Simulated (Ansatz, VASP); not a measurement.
# One calculation of MoS, two programs

File INCAR:

```
  PREC = Accurate
  ENCUT = 520
  EDIFF = 1E-6
  ISMEAR = 0
  SIGMA = 0.1
  LREAL = F
  LASPH = T
  NELM = 150
  ALGO = Normal
  ISIF = 2
  LWAVE = F
  LCHARG = F
  LMAXMIX = 4
  LDAU = T
  LDAUTYPE = 2
  LDAUL = 2 -1
  LDAUU = 4.38 0
  LDAUJ = 0 0
  LDAUPRINT = 1
  GGA = PE
  NBANDS = 17
```

Contents of KPOINTS:

```
regular mesh
0
Gamma
  14 14 14
```

POSCAR

```
MoS
1.0
    3.1141191221      0.0000000000      0.0000000000
    0.0000000000      3.1141191221      0.0000000000
    0.0000000000      0.0000000000      3.1141191221
Mo S
1 1
Direct
    0.0000000000      0.0000000000      0.0000000000
    0.5000000000      0.5000000000      0.5000000000
```

Input for Ansatz:

```yaml
crystal:
  lattice:
    - [3.1141191221, 0.0, 0.0]
    - [0.0, 3.1141191221, 0.0]
    - [0.0, 0.0, 3.1141191221]
  atoms:
    - { symbol: Mo, position: [0.0, 0.0, 0.0] }
    - { symbol: S, position: [0.5, 0.5, 0.5] }
basis:
  ecutwfc: 420
kpoints:
  mp_grid: { grid: [14, 14, 14] }
hamiltonian:
  xc: pbe
  hubbard: { sites: [{ species: Mo, l: d, u_eff: 4.38 }] }
scf:
  occupations: { method: gaussian, width: 0.1 }
output:
  forces: true
  stress: true
  eigenvalues: true
```

Alike in both runs: task single point; functional PBE; k mesh 14 × 14 × 14; occupations gaussian, width 0.1 eV; no spin polarisation; Hubbard terms Mo d U = 4.38 eV.

|  | VASP | Ansatz |
| --- | --- | --- |
| version | VASP 6.6.1 | Ansatz 0.2.0 |
| potentials or method | VASP PAW PBE potentials, release 64 (Mo_sv, S), cutoff 520 eV | scalar-relativistic, plane waves, PAW |
| valence electrons in the cell | 20 | 20 |

Ansatz gave:

| Quantity | Value |
| --- | --- |
| gap on the k mesh at the Fermi level (eV) | none |
| pressure (GPa) | -11.3 |

Problem. Which values does VASP return?

Solution. gap on the k mesh at the Fermi level (eV): none; pressure (GPa): -13.0.

The programs project onto different local orbitals, so the same U acts differently, and such runs can settle in different states. A gap of «none» marks a metal or a gap that the smearing closes. Ansatz's warnings: filled band counts differ across k points.
